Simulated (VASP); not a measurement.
# Sb (P-1) in VASP: electric field gradients with PBE

Aim: the electric field gradients of Sb with PBE.

Program: VASP 6.6.1. These are calculated values, not measurements. Logs are shortened: lines on timing, memory, paths and dates and some standing lists are left out, and cuts for length are marked.

## 1. The cell of the first run

The typed cell holds 2 atoms: a = 4.391 Å, b = 4.534 Å, c = 4.555 Å, α = 57.29°, β = 56.64°, γ = 57.61°.

## 2. Electric field gradients, PBE (equal xy, yz and zx shear strains of -3 %)

INCAR reads:

```
PREC = Accurate
ENCUT = 520
EDIFF = 1E-8
ISMEAR = -1
SIGMA = 0.05
LREAL = False
LASPH = True
NELM = 60
ALGO = Normal
ISIF = 2
LWAVE = False
LCHARG = False
GGA = PE
LEFG = True
NBANDS = 12
```

KPOINTS reads:

```
Automatic mesh
0
Gamma
  9 9 9
```

POSCAR reads:

```
Sb
1.0
    2.0758155868      1.1532306756      3.6931162498
   -2.2253850772      1.2177486856      3.7576342598
   -0.0189105096     -2.5394593611      3.7812494904
Sb
2
Direct
    0.2336400000      0.2336400000      0.2336400000
    0.7663600000      0.7663600000      0.7663600000
```

Potentials or basis: VASP PAW PBE potentials, release 64 (Sb).

On the command line:

```console
> cat potpaw_PBE.64/Sb/POTCAR > POTCAR
> mpirun -np 1 vasp_std > vasp.out
```

OUTCAR:

```text
PREC = Accurate
   ENCUT = 520
   EDIFF = 1E-8
   ISMEAR = -1
   LREAL = False
   LASPH = True
   NELM = 60
   ISIF = 2
   GGA = PE

 ion  position               nearest neighbor table
   1  0.234  0.234  0.234-   2 2.87   2 2.92   2 2.93   2 3.29   2 3.35   2 3.39
   2  0.766  0.766  0.766-   1 2.87   1 2.92   1 2.93   1 3.29   1 3.35   1 3.39

  LATTYP: Found a triclinic cell.
 ALAT       =     7.5469927792
 B/A-ratio  =     0.5773502692
 C/A-ratio  =     0.8335975033
 COS(alpha) =     0.0051994101
 COS(beta)  =     0.3962281805
 COS(gamma) =     0.8732788530

  Lattice vectors:

 A1 = (   6.5076752316,  -3.8217260567,  -0.0409027794)
 A2 = (   2.2064745676,  -3.7572080467,   0.0236152306)
 A3 = (   4.3201111736,   2.4749413511,  -3.8457675004)

Analysis of symmetry for initial positions (statically):
=====================================================================
 Subroutine PRICEL returns:
 Original cell was already a primitive cell.

 Routine SETGRP: Setting up the symmetry group for a
 triclinic supercell.

 Subroutine GETGRP returns: Found  2 space group operations
 (whereof  2 operations were pure point group operations)
 out of a pool of  2 trial point group operations.

The static configuration has the point symmetry S_2 .

Analysis of symmetry for dynamics (positions and initial velocities):
=====================================================================
 Subroutine PRICEL returns:
 Original cell was already a primitive cell.

 Routine SETGRP: Setting up the symmetry group for a
 triclinic supercell.

 Subroutine GETGRP returns: Found  2 space group operations
 (whereof  2 operations were pure point group operations)
 out of a pool of  2 trial point group operations.

The dynamic configuration has the point symmetry S_2 .

 Subroutine INISYM returns: Found  2 space group operations
 (whereof  2 operations are pure point group operations),
 and found     1 'primitive' translations

----------------------------------------------------------------------------------------

                                     Primitive cell

  volume of cell :      59.9445
[... 134 lines left out ...]

  energy without entropy =       -8.22923761  energy(sigma->0) =       -8.23036303

 E-fermi :   7.3550     XC(G=0):  -9.5646

 val. band max:        7.3437493730   @ k =   0.1111   0.1111   0.3333
 cond. band min:       7.3687267788   @ k =   0.1111   0.3333   0.1111
 fundamental gap:      0.0249774057
 Fermi energy:         7.3550200170

 k-point     1 :       0.0000    0.0000    0.0000
  band No.  band energies     occupation
      1      -5.4000      2.00000
      2       2.6220      2.00000
      3       5.1939      2.00000
      4       5.4182      2.00000
      5       5.8323      2.00000
      6       9.4285      0.00000
      7       9.8800      0.00000
      8      10.3176      0.00000
      9      12.2855      0.00000
     10      12.5414      0.00000
     11      12.7943      0.00000
     12      13.9442      0.00000
[... 331 lines left out ...]
 k-point    24 :       0.0000    0.3333    0.0000
  band No.  band energies     occupation
      1      -4.2189      2.00000
      2      -0.7500      2.00000
      3       5.4777      2.00000
      4       5.5580      2.00000
      5       6.6678      2.00000
      6       8.0576      0.00000
      7       8.1572      0.00000
      8       8.6766      0.00000
      9      13.0014      0.00000
     10      13.6836      0.00000
     11      14.5196      0.00000
     12      17.7314      0.00000

 [... further k-points ...]

------------------------ aborting loop because EDIFF is reached ----------------------------------------

  FORCE on cell =-STRESS in cart. coord.  units (eV):
  Direction    XX          YY          ZZ          XY          YZ          ZX
  --------------------------------------------------------------------------------------
  -------------------------------------------------------------------------------------
  Total        0.8918780      1.6628608      1.1062963      0.0768681      0.7145729      0.3251454
  in kB       23.8378101     44.4443736     29.5687070      2.0545046     19.0988604      8.6903748
  external PRESSURE =      32.6169636 kB  Pullay stress =       0.0000000 kB

 VOLUME and BASIS-vectors are now :
 -----------------------------------------------------------------------------
  energy-cutoff  :      520.00
  volume of cell :       59.94
      direct lattice vectors                 reciprocal lattice vectors
     2.075815587  1.153230676  3.693116250     0.236000959  0.139189927  0.094659202
    -2.225385077  1.217748686  3.757634260    -0.229198012  0.132105678  0.087574954
    -0.018910510 -2.539459361  3.781249490    -0.002733666 -0.267226324  0.084981939

 POSITION                                       TOTAL-FORCE (eV/Angst)
 -----------------------------------------------------------------------------------
     -0.03936     -0.03936      2.62424         0.083169      0.152126      0.250873
     -0.12912     -0.12912      8.60776        -0.083169     -0.152126     -0.250873
 -----------------------------------------------------------------------------------
    total drift:                                0.000000     -0.000000      0.000000

  FREE ENERGIE OF THE ION-ELECTRON SYSTEM (eV)
  ---------------------------------------------------
  free  energy   TOTEN  =        -8.2314884436 eV

  energy  without entropy=       -8.2292376070  energy(sigma->0) =       -8.23036303

 Electric field gradients (V/A^2)
---------------------------------------------------------------------
 ion       V_xx      V_yy      V_zz      V_xy      V_xz      V_yz
---------------------------------------------------------------------
   1      30.084    13.958   -44.042    -7.328   -13.975   -21.127
   2      30.084    13.958   -44.042    -7.328   -13.975   -21.127
---------------------------------------------------------------------

 Electric field gradients after diagonalization (V/A^2)
 (convention: |V_zz| > |V_xx| > |V_yy|)
----------------------------------------------------------------------
 ion       V_xx      V_yy      V_zz     asymmetry (V_yy - V_xx)/ V_zz
----------------------------------------------------------------------
   1      33.501    20.309   -53.810       0.245
   2      33.501    20.309   -53.810       0.245
----------------------------------------------------------------------

           NMR quadrupolar parameters

 Cq : quadrupolar parameter    Cq=e*Q*V_zz/h
 eta: asymmetry parameters     (V_yy - V_xx)/ V_zz
 Q  : nuclear electric quadrupole moment in mb (millibarn)
----------------------------------------------------------------------
 ion       Cq(MHz)       eta       Q (mb)
----------------------------------------------------------------------
   1      -0.130       0.245       1.000
   2      -0.130       0.245       1.000
----------------------------------------------------------------------
```

OSZICAR:

```text
N       E                     dE             d eps       ncg     rms          rms(c)
DAV:   1     0.348815397099E+02    0.34882E+02   -0.35431E+03  8760   0.654E+02
DAV:   2    -0.631101058941E+01   -0.41193E+02   -0.39696E+02 11396   0.108E+02
DAV:   3    -0.821732544508E+01   -0.19063E+01   -0.18922E+01 10732   0.256E+01
DAV:   4    -0.823392497125E+01   -0.16600E-01   -0.16596E-01 10216   0.285E+00
DAV:   5    -0.823412605595E+01   -0.20108E-03   -0.20108E-03 10692   0.347E-01    0.305E+00
DAV:   6    -0.823213002976E+01    0.19960E-02   -0.28008E-03 10324   0.339E-01    0.185E+00
DAV:   7    -0.823134654709E+01    0.78348E-03   -0.67016E-03 10212   0.519E-01    0.747E-02
DAV:   8    -0.823145976493E+01   -0.11322E-03   -0.22893E-04 10868   0.927E-02    0.253E-02
DAV:   9    -0.823148717078E+01   -0.27406E-04   -0.38880E-05 10344   0.372E-02    0.645E-03
DAV:  10    -0.823148806704E+01   -0.89625E-06   -0.38361E-06 10560   0.106E-02    0.163E-03
DAV:  11    -0.823148820190E+01   -0.13487E-06   -0.44954E-07 10492   0.403E-03    0.932E-04
DAV:  12    -0.823148840749E+01   -0.20559E-06   -0.49166E-08 10616   0.119E-03    0.220E-04
DAV:  13    -0.823148843591E+01   -0.28414E-07   -0.87918E-09  8056   0.581E-04    0.132E-04
DAV:  14    -0.823148844359E+01   -0.76857E-08   -0.64011E-10  5232   0.175E-04
   1 F= -.82314884E+01 E0= -.82303630E+01  d E =-.225084E-02
```

stdout:

```text
POSCAR found type information on POSCAR Sb
 POSCAR found :  1 types and       2 ions
 scaLAPACK will be used
 LDA part: xc-table for (Slater+PW92), standard interpolation
 POSCAR, INCAR and KPOINTS ok, starting setup
 FFT: planning ... GRIDC
 FFT: planning ... GRID_SOFT
 FFT: planning ... GRID
 WAVECAR not read
 entering main loop
ion   1
     0.0000576    -0.0314829     0.1954212     0.0985775     0.0581516    -0.1383127
     0.0000793    -0.0314829     0.1954212     0.0985775     0.0581516    -0.1383127
     0.0001092    -0.0314829     0.1954213     0.0985775     0.0581516    -0.1383127
     0.0001504    -0.0314829     0.1954213     0.0985775     0.0581516    -0.1383127

     0.0000576     6.6812838    19.4990184    34.8583266    12.8245761    -7.5030383
     0.0000793     6.6804673    19.4970358    34.8545842    12.8232045    -7.5023387
     0.0001092     6.6791686    19.4938945    34.8486537    12.8210301    -7.5012316
     0.0001504     6.6771112    19.4889388    34.8392959    12.8175978    -7.4994876

ion   2
     0.0000576    -0.0314829     0.1954212     0.0985775     0.0581516    -0.1383127
     0.0000793    -0.0314829     0.1954212     0.0985775     0.0581516    -0.1383127
     0.0001092    -0.0314829     0.1954213     0.0985775     0.0581516    -0.1383127
     0.0001504    -0.0314829     0.1954213     0.0985775     0.0581516    -0.1383127

     0.0000576     6.6812838    19.4990184    34.8583266    12.8245761    -7.5030383
     0.0000793     6.6804673    19.4970358    34.8545842    12.8232045    -7.5023387
     0.0001092     6.6791686    19.4938945    34.8486537    12.8210301    -7.5012316
     0.0001504     6.6771112    19.4889388    34.8392959    12.8175978    -7.4994876
```

Run time: 2.2 min. Hardware: 1 thread of Intel Xeon Platinum 8488C (Sapphire Rapids), shared host; peak memory 0.37 GiB.

Results:

| Item | Value |
| --- | --- |
| Free energy | -8.2315 eV |
| Pressure | 3.3 GPa |
| Largest force | 0.305 eV/Å |
| Band gap on the k mesh | zero (band 5 reaches 7.38 eV, above the bottom of band 6 at 7.27 eV) |

Forces on the atoms (eV/Å):
```
Sb   0.083  0.152  0.251
Sb  -0.083 -0.152 -0.251
```

Stress tensor (GPa, compression positive):
```
2.38 0.21 0.87
0.21 4.44 1.91
0.87 1.91 2.96
```

Electric field gradients, principal values (V/Å²):
```tsv
atom	least	middle	greatest (by size)
1 Sb	20.309	33.501	-53.810
2 Sb	20.309	33.501	-53.810
```

Caveat: the cell differs from its parent crystal (equal xy, yz and zx shear strains of -3 %); without QUAD_EFG the Cq values of the log hold for a quadrupole moment of 1 mb, not for the nuclei; spin-orbit coupling is left out, which moves the levels of the heavy elements.
